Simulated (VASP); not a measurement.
# MnO2 (P-3m1) in VASP: a series of runs

The runs below take MnO2 through single point, with PBE+U.

Everything below comes from runs of VASP 6.6.1. Logs are shortened: lines on timing, memory, paths and dates and some standing lists are left out, and cuts for length are marked.

## (1) The cell of the first run

Symmetry: P-3m1, No. 164, trigonal system. The conventional cell has a = 2.920 Å, b = 2.920 Å, c = 5.507 Å, α = 90.00°, β = 90.00°, γ = 120.00°. Mn (site symmetry -3m) has 6 O at 1.94 Å within 2.6 Å. Within 2.6 Å of O (site symmetry 3m) lie 3 Mn at 1.94 Å and 3 O at 2.54 Å.

## (2) Single point, PBE+U, non-collinear spin, typed start, spin-orbit coupling

The input, INCAR:

```
  PREC = Accurate
  ENCUT = 600
  EDIFF = 1E-6
  ISMEAR = 0
  SIGMA = 0.05
  LREAL = False
  LASPH = True
  NELM = 200
  ALGO = Normal
  ISIF = 2
  LWAVE = False
  LCHARG = True
  MAGMOM = 0 0 3 0 0 0 0 0 0
  LORBIT = 11
  LSORBIT = True
  GGA_COMPAT = False
  LORBMOM = True
  LMAXMIX = 4
  LDAU = True
  LDAUTYPE = 2
  LDAUL = 2 -1
  LDAUU = 3.9 0
  LDAUJ = 0 0
  LDAUPRINT = 1
  GGA = PE
  LVHAR = True
  NBANDS = 40
```

The input, KPOINTS:

```
Automatic mesh
0
Gamma
  5 5 3
```

The input, POSCAR:

```
MnO2
1.0
    2.9203003366      0.0000000000      0.0000000000
   -1.4601501683      2.5290542782      0.0000000000
    0.0000000000      0.0000000000      5.5070216066
Mn O
1 2
Direct
    0.0000000000      0.0000000000      0.0000000000
    0.3333333333      0.6666666667      0.1728657965
    0.6666666667      0.3333333333      0.8271342035
```

Potentials or basis: VASP PAW PBE potentials, release 64 (Mn_sv, O).

The run is started by

```console
> cat potpaw_PBE.64/Mn_sv/POTCAR potpaw_PBE.64/O/POTCAR > POTCAR
> mpirun -np 1 vasp_ncl > vasp.out
```

OUTCAR:

```text
PREC = Accurate
   ENCUT = 600
   EDIFF = 1E-6
   ISMEAR = 0
   LREAL = False
   LASPH = True
   NELM = 200
   ISIF = 2
   LORBIT = 11
   LSORBIT = True
   GGA = PE

 ion  position               nearest neighbor table
   1  0.000  0.000  0.000-   2 1.94   3 1.94   3 1.94   2 1.94   3 1.94   2 1.94
   2  0.333  0.667  0.173-   1 1.94   1 1.94   1 1.94
   3  0.667  0.333  0.827-   1 1.94   1 1.94   1 1.94

  LATTYP: Found a hexagonal cell.
 ALAT       =     2.9203003366
 C/A-ratio  =     1.8857723425

  Lattice vectors:

 A1 = (   2.9203003366,   0.0000000000,   0.0000000000)
 A2 = (  -1.4601501683,   2.5290542782,   0.0000000000)
 A3 = (   0.0000000000,   0.0000000000,   5.5070216066)

Analysis of symmetry for initial positions (statically):
=====================================================================
 Subroutine PRICEL returns:
 Original cell was already a primitive cell.

 Routine SETGRP: Setting up the symmetry group for a
 hexagonal supercell.

 Subroutine GETGRP returns: Found 12 space group operations
 (whereof 12 operations were pure point group operations)
 out of a pool of 24 trial point group operations.

The static configuration has the point symmetry D_3d.

Analysis of symmetry for dynamics (positions and initial velocities):
=====================================================================
 Subroutine PRICEL returns:
 Original cell was already a primitive cell.

 Routine SETGRP: Setting up the symmetry group for a
 hexagonal supercell.

 Subroutine GETGRP returns: Found 12 space group operations
 (whereof 12 operations were pure point group operations)
 out of a pool of 24 trial point group operations.

The dynamic configuration has the point symmetry D_3d.

Analysis of structural, dynamic, and magnetic symmetry:
=====================================================================
 Subroutine PRICEL returns:
 Original cell was already a primitive cell.

 Routine SETGRP: Setting up the symmetry group for a
 hexagonal supercell.

 Subroutine GETGRP returns: Found  6 space group operations
 (whereof  6 operations were pure point group operations)
 out of a pool of 24 trial point group operations.

The overall configuration has the point symmetry S_6 .

 Subroutine INISYM returns: Found  6 space group operations
 (whereof  6 operations are pure point group operations),
 and found     1 'primitive' translations

----------------------------------------------------------------------------------------

                                     Primitive cell

  volume of cell :      40.6726

  direct lattice vectors                    reciprocal lattice vectors
     2.920300337  0.000000000  0.000000000     0.342430533  0.197702360  0.000000000
    -1.460150168  2.529054278  0.000000000     0.000000000  0.395404720  0.000000000
     0.000000000  0.000000000  5.507021607     0.000000000  0.000000000  0.181586359

  length of vectors
     2.920300337  2.920300337  5.507021607     0.395404721  0.395404720  0.181586359

  position of ions in fractional coordinates (direct lattice)
     0.000000000  0.000000000  0.000000000
     0.333333333  0.666666667  0.172865796
     0.666666667  0.333333333  0.827134204

  ion indices of the primitive-cell ions
   primitive index   ion index
                 1           1
                 2           2
                 3           3

----------------------------------------------------------------------------------------

 KPOINTS: Automatic mesh

Automatic generation of k-mesh.
 Grid dimensions read from file:
[... 145 lines left out ...]
  o =  0.9278  v = -0.5378  0.0000 -0.0000 -0.4590  0.0000 -0.0000  0.0056  0.0000  0.0000 -0.0052      0.0000 -0.4590 -0.0000 -0.0000 -0.5378 -0.0052 -0.0000  0.0000  0.0056  0.0000
  o =  0.9278  v =  0.5276 -0.0000 -0.0000  0.4707  0.0000 -0.0000  0.0000 -0.0107  0.0000 -0.0000      0.0000 -0.4707 -0.0000 -0.0000 -0.5276 -0.0000 -0.0000 -0.0000  0.0000  0.0000

 number of electron      26.9999985 magnetization       0.0000000     -0.0000000      2.9990236

 Free energy of the ion-electron system (eV)
  ---------------------------------------------------
  ext. energy  EPLUGINS =         0.00000000
  ---------------------------------------------------
  free energy    TOTEN  =       -21.44484612 eV

  energy without entropy =      -21.44484612  energy(sigma->0) =      -21.44484612

 E-fermi :   1.7751     XC(G=0):  -9.3472

 val. band max:        1.2828945264   @ k =   0.2000   0.0000   0.0000
 cond. band min:       3.5854959576   @ k =   0.0000   0.4000   0.3333
 fundamental gap:      2.3026014312
 Fermi energy:         1.7751409954

 k-point     1 :       0.0000    0.0000    0.0000
  band No.  band energies     occupation
      1     -80.1071      1.00000
      2     -76.5159      1.00000
      3     -49.2439      1.00000
      4     -48.8526      1.00000
      5     -48.3110      1.00000
      6     -45.5896      1.00000
[... 577 lines left out ...]
     38      14.9752      0.00000
     39      15.7965      0.00000
 [bands above 39 left out]

------------------------ aborting loop because EDIFF is reached ----------------------------------------

  FORCE on cell =-STRESS in cart. coord.  units (eV):
  Direction    XX          YY          ZZ          XY          YZ          ZX
  --------------------------------------------------------------------------------------
  -------------------------------------------------------------------------------------
  Total       -0.6702517     -0.6702517     -0.4481289     -0.0000005     -0.0000000      0.0000000
  in kB      -26.4025602    -26.4025602    -17.6526993     -0.0000194     -0.0000000      0.0000000
  external PRESSURE =     -23.4859399 kB  Pullay stress =       0.0000000 kB

 VOLUME and BASIS-vectors are now :
 -----------------------------------------------------------------------------
  energy-cutoff  :      600.00
  volume of cell :       40.67
      direct lattice vectors                 reciprocal lattice vectors
     2.920300337  0.000000000  0.000000000     0.342430533  0.197702360  0.000000000
    -1.460150168  2.529054278  0.000000000     0.000000000  0.395404720  0.000000000
     0.000000000  0.000000000  5.507021607     0.000000000  0.000000000  0.181586359

 POSITION                                       TOTAL-FORCE (eV/Angst)
 -----------------------------------------------------------------------------------
      0.00000      0.00000      0.00000         0.000000      0.000000      0.000000
     -0.00000      1.68604      0.95198         0.000000     -0.000000     -0.079306
      1.46015      0.84302      4.55505        -0.000000      0.000000      0.079306
 -----------------------------------------------------------------------------------
    total drift:                                0.000000      0.000000      0.000000

  FREE ENERGIE OF THE ION-ELECTRON SYSTEM (eV)
  ---------------------------------------------------
  free  energy   TOTEN  =       -21.4448461248 eV

  energy  without entropy=      -21.4448461248  energy(sigma->0) =      -21.44484612

 orbital moment (x)

 # of ion     p       d       tot
 ----------------------------------------
  1         0.000  -0.000  -0.000
  2        -0.000   0.000  -0.000
  3         0.000   0.000   0.000
 ----------------------------------------
           -0.000  -0.000  -0.000

 orbital moment (y)

 # of ion     p       d       tot
 ----------------------------------------
  1         0.000   0.000   0.000
  2        -0.000   0.000  -0.000
  3        -0.000   0.000  -0.000
 ----------------------------------------
           -0.000   0.000   0.000

 orbital moment (z)

 # of ion     p       d       tot
 ----------------------------------------
  1        -0.000  -0.019  -0.020
  2         0.002   0.000   0.002
  3         0.002   0.000   0.002
 ----------------------------------------
            0.004  -0.019  -0.015

 Spin-Orbit-Coupling matrix elements

 Ion:    1  E_soc:     -0.0454904
 l=   1
     0.0000000    -0.0065868    -0.0065763
    -0.0065868     0.0000000    -0.0065868
    -0.0065763    -0.0065868     0.0000000
 l=   2
     0.0000000    -0.0001841     0.0000000    -0.0001841    -0.0005016
    -0.0001841     0.0000000    -0.0007828    -0.0001916    -0.0001841
     0.0000000    -0.0007828     0.0000000    -0.0007828     0.0000000
    -0.0001841    -0.0001916    -0.0007828     0.0000000    -0.0001841
    -0.0005016    -0.0001841     0.0000000    -0.0001841     0.0000000
 l=   3
     0.0000000     0.0000000     0.0000000     0.0000000     0.0000000     0.0000000     0.0000000
     0.0000000     0.0000000     0.0000000     0.0000000     0.0000000     0.0000000     0.0000000
     0.0000000     0.0000000     0.0000000     0.0000000     0.0000000     0.0000000     0.0000000
     0.0000000     0.0000000     0.0000000     0.0000000     0.0000000     0.0000000     0.0000000
[... 29 lines left out ...]
 l=   2
     0.0000000     0.0000000     0.0000000     0.0000000     0.0000000
     0.0000000     0.0000000     0.0000000     0.0000000     0.0000000
     0.0000000     0.0000000     0.0000000     0.0000000     0.0000000
     0.0000000     0.0000000     0.0000000     0.0000000     0.0000000
     0.0000000     0.0000000     0.0000000     0.0000000     0.0000000
 l=   3
     0.0000000     0.0000000     0.0000000     0.0000000     0.0000000     0.0000000     0.0000000
     0.0000000     0.0000000     0.0000000     0.0000000     0.0000000     0.0000000     0.0000000
     0.0000000     0.0000000     0.0000000     0.0000000     0.0000000     0.0000000     0.0000000
     0.0000000     0.0000000     0.0000000     0.0000000     0.0000000     0.0000000     0.0000000
     0.0000000     0.0000000     0.0000000     0.0000000     0.0000000     0.0000000     0.0000000
     0.0000000     0.0000000     0.0000000     0.0000000     0.0000000     0.0000000     0.0000000
     0.0000000     0.0000000     0.0000000     0.0000000     0.0000000     0.0000000     0.0000000

 total charge

# of ion       s       p       d       tot
------------------------------------------
    1        2.197   6.102   4.391  12.690
    2        1.577   3.412   0.000   4.988
    3        1.577   3.412   0.000   4.988
--------------------------------------------------
tot          5.350  12.925   4.391  22.667

 magnetization (x)

# of ion       s       p       d       tot
------------------------------------------
    1       -0.000   0.000  -0.000  -0.000
    2        0.000   0.000   0.000   0.000
    3        0.000   0.000   0.000   0.000
--------------------------------------------------
tot          0.000   0.000  -0.000   0.000

 magnetization (y)

# of ion       s       p       d       tot
------------------------------------------
    1        0.000  -0.000  -0.000  -0.000
    2       -0.000   0.000   0.000  -0.000
    3       -0.000  -0.000   0.000  -0.000
--------------------------------------------------
tot         -0.000  -0.000  -0.000  -0.000

 magnetization (z)

# of ion       s       p       d       tot
------------------------------------------
    1        0.025   0.019   3.062   3.106
    2        0.002  -0.106   0.000  -0.104
    3        0.002  -0.106   0.000  -0.104
--------------------------------------------------
tot          0.029  -0.193   3.062   2.898
```

Wall time 96 s (1 thread of Intel Xeon 6975P-C (Granite Rapids), shared host); peak memory 0.3 GiB.

What came out:

```yaml
Free_energy: -21.4448 eV
Pressure: -2.3 GPa
Largest_force: 0.079 eV/Å
Net_moment: 3.00 μB per cell
Valence_electrons_inside_the_program's_atomic_spheres: Mn 12.69; O 4.99
```

Forces in eV/Å, atoms in the order of the input:
```
Mn   0.000  0.000  0.000
O    0.000  0.000 -0.079
O    0.000  0.000  0.079
```

Moments on the atoms (μB; x, y, z):
```
Mn   0.00  0.00  3.11
O    0.00  0.00 -0.10
O    0.00  0.00 -0.10
```

Caveat: the k points lie up to 0.50 Å⁻¹ apart; a cell with one magnetic atom can't hold antiferromagnetic order, which such compounds often take.

## (3) Single point, PBE+U, collinear spin, ferromagnetic start

This run uses another cell than the first one, of 9.51 Å³/atom.

The input, INCAR:

```
SYSTEM = MnO2
ALGO     = Normal         ! electronic algorithm
EDIFF    = 1E-6           ! SCF threshold, eV
ENCUT    = 520            ! plane-wave cutoff, eV
GGA      = PE             ! functional
ISIF     = 2              ! what is computed and relaxed
ISMEAR   = 0              ! smearing method
ISPIN    = 2              ! spin polarisation
LASPH    = .TRUE.         ! aspherical terms in the spheres
LCHARG   = .FALSE.        ! write CHGCAR
LDAU     = .TRUE.         ! DFT+U
LDAUJ    = 0 0          
LDAUL    = 2 -1           ! shell
LDAUPRINT= 1            
LDAUTYPE = 2            
LDAUU    = 3.9 0          ! U, eV
LMAXMIX  = 4              ! l up to which the mixer works
LORBIT   = 11             ! projections on sites
LREAL    = .FALSE.        ! projectors in reciprocal space
LWAVE    = .FALSE.        ! write WAVECAR
MAGMOM   = 3 0 0          ! initial moments
NBANDS   = 24             ! bands
NELM     = 150            ! most SCF steps
PREC     = Accurate       ! precision mode
SIGMA    = 0.05           ! smearing width, eV
```

The input, KPOINTS:

```
k-points
0
G
  10 10 6
  0 0 0
```

The input, POSCAR:

```
MnO2
1.0
    2.7332652787      0.0000000000      0.0000000000
   -1.3666326393      2.3670771666      0.0000000000
    0.0000000000      0.0000000000      4.4093241760
Mn O
1 2
Direct
    0.0000000000      0.0000000000      0.0000000000
    0.3333333333      0.6666666667      0.2520000000
    0.6666666667      0.3333333333      0.7480000000
```

Potentials or basis: VASP PAW PBE potentials, release 64 (Mn_pv, O).

The run is started by

```console
> cat potpaw_PBE.64/Mn_pv/POTCAR potpaw_PBE.64/O/POTCAR > POTCAR
> mpirun -np 1 vasp_std > vasp.out
```

Wall time 38 s (1 thread of Intel Xeon 6975P-C (Granite Rapids), shared host); peak memory 0.2 GiB.

It converged, with:

| Property | Result |
| --- | --- |
| Free energy | -20.6352 eV |
| Pressure | 12.0 GPa |
| Largest force | 1.847 eV/Å |
| Band gap on the k mesh | 1.69 eV (least direct gap 1.84 eV) |
| Net moment | 3.00 μB per cell |
| Site moments | Mn +3.11; O -0.07 μB |
| Valence electrons inside the program's atomic spheres | Mn 11.73; O 4.97 |

Forces in eV/Å, atoms in the order of the input:
```
Mn   0.000  0.000  0.000
O    0.000  0.000 -1.847
O    0.000  0.000  1.847
```

Stress tensor (GPa, compression positive):
```
 23.47   0.00   0.00
  0.00  23.47   0.00
  0.00   0.00 -10.90
```

Levels at points of the mesh, in eV from the valence-band top:
Spin up:
| k point | band 10 | band 11 | band 12 | band 13 | band 14 | band 15 | band 16 | band 17 | band 18 | band 19 |
| --- | --- | --- | --- | --- | --- | --- | --- | --- | --- | --- |
| (0.00, 0.00, 0.00) | -3.32 | -1.76 | -0.31 | -0.31 | -0.04 | 2.73 | 2.73 | 7.99 | 11.37 | 16.92 |
| (0.50, 0.00, 0.00) | -2.89 | -2.60 | -2.42 | -1.75 | -1.40 | 2.61 | 2.93 | 11.60 | 14.62 | 15.05 |
| (0.00, 0.00, 0.50) | -3.33 | -2.44 | -0.63 | -0.47 | -0.47 | 2.91 | 2.91 | 9.71 | 11.09 | 16.89 |
| (0.50, 0.00, 0.50) | -2.91 | -2.72 | -1.75 | -1.41 | -1.07 | 2.64 | 2.72 | 11.00 | 14.01 | 15.95 |
Spin down:
```tsv
k point	band 7	band 8	band 9	band 10	band 11	band 12	band 13	band 14	band 15	band 16
(0.00, 0.00, 0.00)	-3.34	-3.34	-0.44	-0.44	-0.13	2.75	2.75	3.48	4.47	4.47
(0.50, 0.00, 0.00)	-3.66	-3.03	-2.84	-2.42	-1.80	2.24	3.72	4.22	4.80	4.99
(0.00, 0.00, 0.50)	-3.28	-3.28	-2.53	-0.60	-0.60	2.74	2.74	3.79	4.61	4.61
(0.50, 0.00, 0.50)	-4.57	-3.25	-2.75	-1.46	-1.09	2.17	3.68	4.15	4.83	4.90
```

Eigenvalues of the final occupation matrices:
```tsv
site	spin	trace	eigenvalues
site 1 d	1	3.99	0.55 0.55 0.96 0.96 0.97
site 1 d	2	0.94	0.09 0.09 0.09 0.33 0.33
```

Caveat: the cell stands under pressure; a cell with one magnetic atom can't hold antiferromagnetic order, which such compounds often take; forces of over 1 eV/Å act on the atoms, so gaps and moduli don't describe the material at rest. A k mesh can miss the band edges.

## (4) Single point, PBE+U, collinear spin, ferromagnetic start

This run uses another cell than the first one, of 9.51 Å³/atom.

The input, INCAR:

```
PREC = Accurate
ENCUT = 520
EDIFF = 1E-6
ISMEAR = 0
SIGMA = 0.05
LREAL = F
LASPH = T
NELM = 150
ALGO = Normal
ISIF = 2
LWAVE = F
LCHARG = T
ISPIN = 2
MAGMOM = 3.03 0 0
LORBIT = 11
LMAXMIX = 4
LDAU = T
LDAUTYPE = 2
LDAUL = 2 -1
LDAUU = 3.9 0
LDAUJ = 0 0
LDAUPRINT = 1
GGA = PE
LELF = T
LVHAR = T
NBANDS = 24
```

The input, KPOINTS:

```
regular mesh
0
Gamma
  10 10 6
```

The input, POSCAR:

```
MnO2
1.0
    2.8604928017      0.0000000000      0.0000000000
   -1.4302464008      2.4772594337      0.0000000000
    0.0000000000      0.0000000000      4.0258156148
Mn O
1 2
Direct
    0.0000000000      0.0000000000      0.0000000000
    0.3333333333      0.6666666667      0.2363162220
    0.6666666667      0.3333333333      0.7636837780
```

The run is started by

```console
> cat potpaw_PBE.64/Mn_pv/POTCAR potpaw_PBE.64/O/POTCAR > POTCAR
> mpirun -np 1 vasp_std > vasp.out
```

It took 36 s on 1 thread of Intel Xeon 6975P-C (Granite Rapids), shared host; peak memory 0.2 GiB.

It converged, with:

```yaml
Free_energy: -21.0032 eV
Pressure: 15.2 GPa
Largest_force: 0.107 eV/Å
Band_gap_on_the_k_mesh: 1.34 eV (least direct gap 1.62 eV)
Net_moment: 3.00 μB per cell
Site_moments: Mn +3.15; O -0.09 μB
Valence_electrons_inside_the_program's_atomic_spheres: Mn 11.72; O 5.02
```

Forces in eV/Å, atoms in the order of the input:
```
Mn   0.000  0.000  0.000
O    0.000  0.000  0.107
O    0.000  0.000 -0.107
```

Stress tensor (GPa, compression positive):
```
15.19  0.00  0.00
 0.00 15.19  0.00
 0.00  0.00 15.29
```

Levels at points of the mesh, in eV from the valence-band top:
Spin up:
```
           k point  band 12  band 13  band 14  band 15  band 16  band 17
(0.00, 0.00, 0.00)    -0.94    -0.94    -0.01     2.78     2.78     7.86
(0.50, 0.00, 0.00)    -2.75    -2.48    -1.62     2.05     2.90    12.34
(0.00, 0.00, 0.50)    -1.15    -1.15    -0.53     3.00     3.00    10.22
(0.50, 0.00, 0.50)    -2.33    -2.20    -0.94     2.17     2.55    11.18
```
Spin down:
| k point | band 7 | band 8 | band 9 | band 10 | band 11 | band 12 | band 13 | band 14 | band 15 | band 16 |
| --- | --- | --- | --- | --- | --- | --- | --- | --- | --- | --- |
| (0.00, 0.00, 0.00) | -4.57 | -4.57 | -1.10 | -1.10 | -0.12 | 2.49 | 2.49 | 3.87 | 4.74 | 4.74 |
| (0.50, 0.00, 0.00) | -3.70 | -3.62 | -2.82 | -2.78 | -2.54 | 2.45 | 3.21 | 3.47 | 4.36 | 4.95 |
| (0.00, 0.00, 0.50) | -4.48 | -3.49 | -2.61 | -1.31 | -1.31 | 2.46 | 2.46 | 3.93 | 4.92 | 4.92 |
| (0.50, 0.00, 0.50) | -4.91 | -3.93 | -2.40 | -2.40 | -1.00 | 2.63 | 3.15 | 3.50 | 4.34 | 4.77 |

Eigenvalues of the final occupation matrices:
| site | spin | trace | eigenvalues |
| --- | --- | --- | --- |
| site 1 d | 1 | 4.00 | 0.55 0.55 0.96 0.96 0.96 |
| site 1 d | 2 | 0.91 | 0.08 0.09 0.09 0.33 0.33 |

Caveat: the cell stands under pressure; a cell with one magnetic atom can't hold antiferromagnetic order, which such compounds often take. The state reached can hang on the start; a lower one may exist.

[end of part 1 of 2]
